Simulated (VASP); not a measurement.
# In: relaxation of cell and atoms with PBE

The system is In.

```
In
1.0
    -1.90182    1.90182    1.90182
     1.90182   -1.90182    1.90182
     1.90182    1.90182   -1.90182
In
1
Direct
  0.00000 0.00000 0.00000
```

```json
{
  "Program": "VASP 6.6.1",
  "Task": "relaxation of cell and atoms",
  "Functional": "PBE",
  "Potentials or basis": "VASP PAW PBE potentials, release 64 (In_d)",
  "Cutoff": "600 eV",
  "k mesh": "16 × 16 × 16",
  "Occupations": "fermi-dirac, width 0.1 eV",
  "Spin": "no spin polarisation",
  "Dipole correction": "no",
  "Further INCAR settings": "ALGO = Normal; EDIFF = 1e-06; IBRION = 2; EDIFFG = -0.005; NSW = 60; ISIF = 3"
}
```

- Relaxed volume: 27.85 Å³/atom
- Relaxed cell: a = 3.308 Å, b = 3.308 Å, c = 3.308 Å, α = 109.47°, β = 109.47°, γ = 109.47°
- Space group after relaxing (to 0.05 Å): Im-3m (No. 229)
- Energy gained by relaxing: 0.5 meV/atom
- Ionic steps: 3
- Pressure after relaxing: 0.0 GPa

Step by step:
| step | energy change (eV) | largest force (eV/Å) | pressure (GPa) | volume (Å³) |
| --- | --- | --- | --- | --- |
| 1 | 0.0000 | 0.0000 | 0.43 | 27.51 |
| 2 | -0.0004 | 0.0000 | 0.05 | 27.81 |
| 3 | -0.0005 | 0.0000 | 0.01 | 27.85 |

Final structure:
```xyz
1
Lattice="-1.9096 1.9096 1.9096 1.9096 -1.9096 1.9096 1.9096 1.9096 -1.9096" Properties=species:S:1:pos:R:3 pbc="T T T"
In    0.0000    0.0000    0.0000
```

Levels at points of the mesh, in eV from the Fermi level:
```
           k point  band 3  band 4  band 5  band 6  band 7  band 8  band 9  band 10
(0.00, 0.00, 0.00)  -14.63  -14.39  -14.39   -9.13   10.43   10.43   10.43    12.80
(0.50, 0.00, 0.00)  -14.40  -14.39  -14.24   -3.93   -2.94    5.63    7.09     9.70
(0.50, 0.50, 0.50)  -14.28  -14.28  -14.28    0.59    1.26    1.26    1.26     5.16
```

Run time: 46 s on 1 thread of AMD EPYC 9R45 96-Core Processor (Zen 5), with other jobs on the host, peak memory 0.17 GiB.

Caveat: spin-orbit coupling is left out, which moves the levels of the heavy elements.
